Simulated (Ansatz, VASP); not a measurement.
**ZnS: VASP beside Ansatz**

POSCAR

```
ZnS
1.0
    3.8372457688      0.0000000000      0.0000000000
   -1.9186228844      3.3231523164      0.0000000000
    0.0000000000      0.0000000000     18.8137683755
Zn S
6 6
Direct
    0.3333333333      0.6666666667      0.8333300000
    0.6666666667      0.3333333333      0.3333300000
    0.6666666667      0.3333333333      0.6666700000
    0.3333333333      0.6666666667      0.1666700000
    0.0000000000      0.0000000000      0.5000000000
    0.0000000000      0.0000000000      0.0000000000
    0.3333333333      0.6666666667      0.9583300000
    0.6666666667      0.3333333333      0.4583300000
    0.6666666667      0.3333333333      0.7916700000
    0.3333333333      0.6666666667      0.2916700000
    0.0000000000      0.0000000000      0.6250000000
    0.0000000000      0.0000000000      0.1250000000
```

The input INCAR.step1:

```
ALGO     = Normal         # electronic algorithm
EDIFF    = 1E-4           # SCF threshold, eV
ENCUT    = 520            # plane-wave cutoff, eV
GGA      = PE             # functional
ISMEAR   = -1             # smearing method
LASPH    = True           # aspherical terms in the spheres
LCHARG   = False          # write CHGCAR
LREAL    = False          # projectors in reciprocal space
LWAVE    = True           # write WAVECAR
NBANDS   = 66             # bands
NELM     = 100            # most SCF steps
PREC     = Accurate       # precision mode
SIGMA    = 0.05           # smearing width, eV
```

Contents of INCAR.step2:

```
ALGO     = Normal         # electronic algorithm
EDIFF    = 1E-6           # SCF threshold, eV
ENCUT    = 520            # plane-wave cutoff, eV
ISIF     = 2              # what is computed and relaxed
ISMEAR   = -1             # smearing method
ISTART   = 1            
IVDW     = 12             # dispersion correction
LASPH    = True           # aspherical terms in the spheres
LCHARG   = False          # write CHGCAR
LMIXTAU  = True         
LREAL    = False          # projectors in reciprocal space
LWAVE    = False          # write WAVECAR
METAGGA  = R2SCAN         # meta-GGA
NBANDS   = 66             # bands
NELM     = 100            # most SCF steps
PREC     = Accurate       # precision mode
SIGMA    = 0.05           # smearing width, eV
VDW_A1   = 0.49484001   
VDW_A2   = 5.73083694   
VDW_S6   = 1.0          
VDW_S8   = 0.78981345
```

File KPOINTS:

```
k-points
0
Gamma
  8 8 2
```

Contents of input.yaml:

```yaml
crystal:
  lattice:
    - [3.8372457688, 0.0, 0.0]
    - [-1.9186228844, 3.3231523164, 0.0]
    - [0.0, 0.0, 18.8137683755]
  atoms:
    - { symbol: Zn, position: [0.3333333333, 0.6666666667, 0.83333] }
    - { symbol: Zn, position: [0.6666666667, 0.3333333333, 0.33333] }
    - { symbol: Zn, position: [0.6666666667, 0.3333333333, 0.66667] }
    - { symbol: Zn, position: [0.3333333333, 0.6666666667, 0.16667] }
    - { symbol: Zn, position: [0.0, 0.0, 0.5] }
    - { symbol: Zn, position: [0.0, 0.0, 0.0] }
    - { symbol: S, position: [0.3333333333, 0.6666666667, 0.95833] }
    - { symbol: S, position: [0.6666666667, 0.3333333333, 0.45833] }
    - { symbol: S, position: [0.6666666667, 0.3333333333, 0.79167] }
    - { symbol: S, position: [0.3333333333, 0.6666666667, 0.29167] }
    - { symbol: S, position: [0.0, 0.0, 0.625] }
    - { symbol: S, position: [0.0, 0.0, 0.125] }
hamiltonian:
  xc: r2scan
  pseudopotentials: { kind: paw }
  dispersion: d3bj
kpoints:
  mp_grid: { grid: [8, 8, 2] }
scf:
  occupations: { method: fermi_dirac, width: 0.05 }
output:
  forces: true
  stress: true
  eigenvalues: true
```

Alike in both runs: task single point; functional r2SCAN; dispersion D3(BJ); k mesh 8 × 8 × 2; occupations fermi-dirac, width 0.05 eV; no spin polarisation.

|  | VASP | Ansatz |
| --- | --- | --- |
| version | VASP 6.6.1 | Ansatz 0.2.0 |
| potentials or method | VASP PAW PBE potentials, release 64 (Zn, S) | Ansatz PAW |
| plane-wave cutoff (eV) | 520 | 500 |
| valence electrons in the cell | 108 | 108 |

Ansatz gave:

* gap on the k mesh at the Fermi level (eV): 2.63
* least direct gap on the mesh (eV): 2.63
* pressure (GPa): -2.8
* rms of the force components (eV/Å): 0.009

Task: What did VASP give for the same quantities?

Result: gap on the k mesh at the Fermi level (eV): 2.64; least direct gap on the mesh (eV): 2.64; pressure (GPa): -2.7; rms of the force components (eV/Å): 0.010.

VASP's potentials were made for PBE, not for r2SCAN. Atom by atom the forces differ by 0.004 eV/Å (rms over components).
